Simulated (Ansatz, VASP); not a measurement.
## Sc4SiS2 in VASP and in Ansatz

```xyz
7
Lattice="3.3673 0.0000 0.0000 -1.6837 2.9162 0.0000 0.0000 0.0000 13.2341" Properties=species:S:1:pos:R:3 pbc="T T T"
Sc    0.0000    0.0000    8.3656
Sc    1.6837    0.9721    4.9188
Sc    1.6837    0.9721    1.7511
Sc    0.0000    0.0000   11.4956
Si    0.0000    0.0000    0.4842
S     0.0000    0.0000    3.3578
S     1.6837    0.9721    9.9115
```

Change from the starting cell: species swapped into the Nb2CuSe4 type (P3m1, No. 156).

Alike in both runs: task relaxation of cell and atoms; functional PBE; k mesh 6 × 6 × 2; occupations gaussian, width 0.2 eV; no spin polarisation.

|  | VASP | Ansatz |
| --- | --- | --- |
| version | VASP 6.6.1 | Ansatz 0.2.0 |
| potentials or method | VASP PAW PBE potentials, release 64 (Sc_sv, Si, S), cutoff 600 eV | scalar-relativistic, plane waves, PAW |
| valence electrons in the cell | 60 | 60 |

|  | VASP | Ansatz | Ansatz less VASP |
| --- | --- | --- | --- |
| gap on the k mesh at the Fermi level, each at its own relaxed structure (eV) | none | none | - |
| relaxed volume (Å³/atom) | 20.66 | 20.65 | -0.013 |
| relaxed length of the cell vector where the two differ most in proportion (Å) | 3.440 | 3.438 | -0.0015 |

A gap of «none» marks a metal or a gap that the smearing closes.
